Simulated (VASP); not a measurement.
# MgS (lda) (I-4m2) in VASP: a series of runs

The runs below take MgS (lda) through relaxation of the atoms, with LDA.

All numbers are computed with VASP 6.6.1; they aren't measurements. Logs are shortened: lines on timing, memory, paths and dates and some standing lists are left out, and cuts for length are marked.

## Step 1: The cell of the first run

The structure is tetragonal, space group I-4m2 (No. 119). Conventional cell: a = 3.995 Å, b = 3.995 Å, c = 5.537 Å, α = 90.00°, β = 90.00°, γ = 90.00°. Mg (site symmetry -4m2) has 4 S at 2.43 Å within 3.2 Å. Within 3.2 Å of S (site symmetry -4m2) lie 4 Mg at 2.43 Å.

## Step 2: Relaxation of the atoms, LDA (strained cell)

Input file INCAR:

```
SYSTEM = MgS
  PREC = Accurate
  ENCUT = 520
  EDIFF = 1E-7
  ISMEAR = 0
  SIGMA = 0.02
  LREAL = .FALSE.
  LASPH = .TRUE.
  NELM = 120
  ALGO = Normal
  ISIF = 2
  LWAVE = .FALSE.
  LCHARG = .FALSE.
  IBRION = 2
  NSW = 60
  EDIFFG = -0.002
  GGA_COMPAT = .FALSE.
  NELMIN = 4
```

Input file KPOINTS:

```
Automatic mesh
0
G
  6 6 6
  0 0 0
```

Input file POSCAR:

```
MgS
1.0
    0.0000000000      2.8248987398      2.7685633895
    2.8248987398      0.0000000000      2.7685633895
    2.8248987398      2.8248987398      0.0000000000
Mg S
1 1
Direct
    0.0000000000      0.0000000000      0.0000000000
    0.2500000000      0.2500000000      0.2500000000
```

Potentials or basis: VASP PAW LDA potentials, release 64 (Mg, S).

On the command line:

```bash
$ cat potpaw_LDA.64/Mg/POTCAR potpaw_LDA.64/S/POTCAR > POTCAR
$ mpirun -np 1 vasp_std > vasp.out
```

OUTCAR:

```text
SYSTEM = MgS
   PREC = Accurate
   ENCUT = 520
   EDIFF = 1E-7
   ISMEAR = 0
   LREAL = .FALSE.
   LASPH = .TRUE.
   NELM = 120
   ISIF = 2
   IBRION = 2
   NSW = 60
   EDIFFG = -0.002
   NELMIN = 4

 ion  position               nearest neighbor table
   1  0.000  0.000  0.000-   2 2.43   2 2.43   2 2.43   2 2.43
   2  0.250  0.250  0.250-   1 2.43   1 2.43   1 2.43   1 2.43

  LATTYP: Found a body centered tetragonal cell.
 ALAT       =     3.9950101102
 C/A-ratio  =     1.3860107049

  Lattice vectors:

 A1 = (   0.0000000000,  -2.8248987398,  -2.7685633895)
 A2 = (   0.0000000000,   2.8248987398,  -2.7685633895)
 A3 = (   2.8248987398,   0.0000000000,   2.7685633895)

Analysis of symmetry for initial positions (statically):
=====================================================================
 Subroutine PRICEL returns:
 Original cell was already a primitive cell.

 Routine SETGRP: Setting up the symmetry group for a
 body centered tetragonal supercell.

 Subroutine GETGRP returns: Found  8 space group operations
 (whereof  8 operations were pure point group operations)
 out of a pool of 16 trial point group operations.

The static configuration has the point symmetry D_2d.

Analysis of symmetry for dynamics (positions and initial velocities):
=====================================================================
 Subroutine PRICEL returns:
 Original cell was already a primitive cell.

 Routine SETGRP: Setting up the symmetry group for a
 body centered tetragonal supercell.

 Subroutine GETGRP returns: Found  8 space group operations
 (whereof  8 operations were pure point group operations)
 out of a pool of 16 trial point group operations.

The dynamic configuration has the point symmetry D_2d.

 Subroutine INISYM returns: Found  8 space group operations
 (whereof  8 operations are pure point group operations),
 and found     1 'primitive' translations

----------------------------------------------------------------------------------------

                                     Primitive cell

  volume of cell :      44.1866

  direct lattice vectors                    reciprocal lattice vectors
     0.000000000  2.824898740  2.768563390    -0.176997495  0.176997495  0.180599080
     2.824898740  0.000000000  2.768563390     0.176997495 -0.176997495  0.180599080
     2.824898740  2.824898740  0.000000000     0.176997495  0.176997495 -0.180599080

[... 82 lines left out ...]
   NELM   =    120;   NELMIN=  4; NELMDL= -5     # of ELM steps
   EDIFF  = 0.1E-06   stopping-criterion for ELM
   LREAL  =      F    real-space projection
   EDIFFG = -.2E-02   stopping-criterion for IOM
   NSW    =     60    number of steps for IOM
   IBRION =      2    ionic relax: 0-MD 1-quasi-New 2-CG
   NFREE  =      1    steps in history (QN), initial steepest desc. (CG)
   ISIF   =      2    stress and relaxation
   ISYM   =      2    0-nonsym 1-usesym 2-fastsym
   POTIM  = 0.5000    time-step for ionic-motion
   TEBEG  =    0.0;   TEEND  =   0.0 temperature during run
   PSTRESS=    0.0 pullay stress
   NELECT =       8.0000    total number of electrons
   NUPDOWN=      -1.0000    fix difference up-down
   EMIN   =  10.00;   EMAX   =-10.00  energy-range for DOS
   EFERMI =   0.00;   METHOD = LEGACY
   ISMEAR =     0;   SIGMA  =   0.02  broadening in eV -4-tet -1-fermi 0-gaus
   EFERMI_NEDOS =   21; number of points for ismear=-14 and -15
   IALGO  =     38    algorithm
   IMIX   =      4    mixing-type and parameters
     AMIX     =   0.40;   BMIX     =  1.00
     AMIX_MAG =   1.60;   BMIX_MAG =  1.00
  volume/ion in A,a.u.               =      22.09       149.09
  Fermi-wavevector in a.u.,A,eV,Ry     =   0.926136  1.750143 11.670095  0.857728
  Thomas-Fermi vector in A             =   2.052066
   LORBIT       =      0    0 simple, 1 ext, 2 COOP (PROOUT), +10 PAW based schemes
   GGA     = CA    functional components
   LHFCALC =     F    Hartree Fock is set to
   AEXX    =    0.0000 exact exchange contribution
   IVDW    =     0    specifies the selected vdW correction
   LEPSILON=     F    determine dielectric tensor
   LRPA    =     F    only Hartree local field effects (RPA)
 conjugate gradient relaxation of ions
 non-spin polarized calculation
 Gauss-broadening in eV      SIGMA  =   0.02
  energy-cutoff  :      520.00
  volume of cell :       44.19
 maximum number of plane-waves:      1235
 NGX is ok and might be reduce to    30
   NGX = 15   NGY = 15   NGZ = 15

 number of electron       8.0000000 magnetization

 Free energy of the ion-electron system (eV)
  ---------------------------------------------------
  ext. energy  EPLUGINS =         0.00000000
  ---------------------------------------------------
  free energy    TOTEN  =        -9.39059655 eV

  energy without entropy =       -9.39059655  energy(sigma->0) =       -9.39059655

 E-fermi :   1.2342     XC(G=0):  -8.8627

 val. band max:        1.0991244859   @ k =   0.0000   0.0000   0.0000
 cond. band min:       4.3904356591   @ k =   0.0000   0.0000   0.0000
 fundamental gap:      3.2913111732
 Fermi energy:         1.2342012695

 k-point     1 :       0.0000    0.0000    0.0000
  band No.  band energies     occupation
      1     -10.2629      2.00000
      2       1.0482      2.00000
      3       1.0482      2.00000
      4       1.0991      2.00000
      5       4.3904      0.00000
      6       8.8947      0.00000
      7       8.8947      0.00000
      8       8.9128      0.00000
[... 243 lines left out ...]
 k-point    24 :       0.5000    0.0000    0.3333
  band No.  band energies     occupation
      1      -9.3539      2.00000
      2      -1.7079      2.00000
      3      -0.3832      2.00000
      4       0.1695      2.00000
      5       5.4596      0.00000
      6       7.3712      0.00000
      7      10.4316      0.00000
      8      11.4427      0.00000

 [... further k-points ...]
[... 5 lines left out ...]
  --------------------------------------------------------------------------------------
  -------------------------------------------------------------------------------------
  Total       -0.2911764     -0.2911764     -0.1869957      0.0000000      0.0000000      0.0000000
  in kB      -10.5578745    -10.5578745     -6.7803491      0.0000000      0.0000000      0.0000000
  external PRESSURE =      -9.2986994 kB  Pullay stress =       0.0000000 kB

 VOLUME and BASIS-vectors are now :
 -----------------------------------------------------------------------------
  energy-cutoff  :      520.00
  volume of cell :       44.19
      direct lattice vectors                 reciprocal lattice vectors
     0.000000000  2.824898740  2.768563390    -0.176997495  0.176997495  0.180599080
     2.824898740  0.000000000  2.768563390     0.176997495 -0.176997495  0.180599080
     2.824898740  2.824898740  0.000000000     0.176997495  0.176997495 -0.180599080

 POSITION                                       TOTAL-FORCE (eV/Angst)
 -----------------------------------------------------------------------------------
      0.00000      0.00000      0.00000         0.000000      0.000000     -0.000000
      1.41245      1.41245      1.38428        -0.000000     -0.000000      0.000000
 -----------------------------------------------------------------------------------
    total drift:                               -0.000000     -0.000000     -0.000000

  FREE ENERGIE OF THE ION-ELECTRON SYSTEM (eV)
  ---------------------------------------------------
  free  energy   TOTEN  =        -9.3905965458 eV

  energy  without entropy=       -9.3905965458  energy(sigma->0) =       -9.39059655

 reached required accuracy - stopping structural energy minimisation
```

OSZICAR:

```text
N       E                     dE             d eps       ncg     rms          rms(c)
DAV:   1     0.259967976043E+02    0.25997E+02   -0.36384E+03   480   0.804E+02
DAV:   2    -0.844856287821E+01   -0.34445E+02   -0.33271E+02   616   0.110E+02
DAV:   3    -0.994173159147E+01   -0.14932E+01   -0.14932E+01   624   0.310E+01
DAV:   4    -0.995000723613E+01   -0.82756E-02   -0.82756E-02   776   0.253E+00
DAV:   5    -0.995001250339E+01   -0.52673E-05   -0.52673E-05   624   0.675E-02    0.410E+00
DAV:   6    -0.944858879209E+01    0.50142E+00   -0.14505E+00   488   0.562E+00    0.316E+00
DAV:   7    -0.939535126334E+01    0.53238E-01   -0.23822E-01   560   0.237E+00    0.225E+00
DAV:   8    -0.939099578713E+01    0.43555E-02   -0.10152E-02   600   0.837E-01    0.942E-01
DAV:   9    -0.939056214462E+01    0.43364E-03   -0.10503E-03   592   0.214E-01    0.324E-01
DAV:  10    -0.939059433190E+01   -0.32187E-04   -0.44076E-05   640   0.438E-02    0.826E-02
DAV:  11    -0.939059657115E+01   -0.22393E-05   -0.13313E-05   576   0.211E-02    0.353E-02
DAV:  12    -0.939059654579E+01    0.25368E-07   -0.62610E-07   616   0.462E-03
   1 F= -.93905965E+01 E0= -.93905965E+01  d E =-.939060E+01
```

Wall time 27 s (1 thread of Intel Xeon 8259CL, shared host); peak memory 0.15 GiB.

What came out:

```
Free energy             : -9.3906 eV
Pressure after relaxing : -0.9 GPa
Band gap on the k mesh  : 3.29 eV, direct
```

Final structure:
```
CELL_PARAMETERS angstrom
0.00000 2.82490 2.76856
2.82490 0.00000 2.76856
2.82490 2.82490 0.00000
ATOMIC_POSITIONS crystal
Mg 0.00000 0.00000 0.00000
S 0.25000 0.25000 0.25000
```

Levels at points of the mesh, in eV from the valence-band top:
```csv
k point,band 2,band 3,band 4,band 5,band 6,band 7
"(0.00, 0.00, 0.00)",-0.05,-0.05,0.00,3.29,7.80,7.80
"(0.50, 0.00, 0.00)",-3.34,-0.43,-0.33,4.92,7.37,7.57
"(0.50, 0.50, 0.00)",-2.93,-1.19,-1.19,3.57,5.33,11.26
"(0.50, 0.00, 0.50)",-3.03,-1.10,-1.09,3.62,5.48,11.02
```

Caveat: the cell differs from its parent crystal (strained cell); the relaxation stopped at its first step, so nothing moved. A k mesh can miss the band edges.

## Step 3: Relaxation of the atoms, LDA (strained cell)

Input file INCAR:

```
PREC = Accurate
ENCUT = 520
EDIFF = 1E-7
ISMEAR = 0
SIGMA = 0.02
LREAL = F
LASPH = T
NELM = 120
ALGO = Normal
ISIF = 2
LWAVE = F
LCHARG = F
GGA = CA
IBRION = 2
NSW = 60
EDIFFG = -0.002
GGA_COMPAT = F
NELMIN = 4
```

Input file KPOINTS:

```
Automatic mesh
0
Gamma
  6 6 6
```

Input file POSCAR:

```
MgS
1.0
    0.0000000000      2.8248987398      2.7550644647
    2.8248987398      0.0000000000      2.7550644647
    2.8248987398      2.8248987398      0.0000000000
Mg S
1 1
Direct
    0.0000000000      0.0000000000      0.0000000000
    0.2500000000      0.2500000000      0.2500000000
```

Potentials or basis: VASP PAW LDA potentials, release 64 (Mg, S).

On the command line:

```bash
$ cat potpaw_LDA.64/Mg/POTCAR potpaw_LDA.64/S/POTCAR > POTCAR
$ mpirun -np 1 vasp_std > vasp.out
```

Wall time 24 s (1 thread of Intel Xeon 8259CL, shared host); peak memory 0.15 GiB.

It converged, with:

| Item | Value |
| --- | --- |
| Free energy | -9.3912 eV |
| Pressure after relaxing | -0.6 GPa |
| Band gap on the k mesh | 3.31 eV, direct |

Stress tensor (GPa, compression positive):
```
-0.80  0.00  0.00
 0.00 -0.80  0.00
 0.00  0.00 -0.34
```

Final structure:
```
Mg S
1.0
     0.00000    2.82490    2.75506
     2.82490    0.00000    2.75506
     2.82490    2.82490    0.00000
Mg S
1 1
Direct
  0.00000 0.00000 0.00000
  0.25000 0.25000 0.25000
```

Levels at points of the mesh, in eV from the valence-band top:
| k point | band 2 | band 3 | band 4 | band 5 | band 6 | band 7 |
| --- | --- | --- | --- | --- | --- | --- |
| (0.00, 0.00, 0.00) | -0.06 | -0.06 | 0.00 | 3.31 | 7.80 | 7.80 |
| (0.50, 0.00, 0.00) | -3.36 | -0.45 | -0.32 | 4.93 | 7.34 | 7.60 |
| (0.50, 0.50, 0.00) | -2.94 | -1.22 | -1.22 | 3.55 | 5.31 | 11.34 |
| (0.50, 0.00, 0.50) | -3.06 | -1.10 | -1.09 | 3.61 | 5.49 | 11.04 |

Caveat: the cell differs from its parent crystal (strained cell); the relaxation stopped at its first step, so nothing moved. A k mesh can miss the band edges.
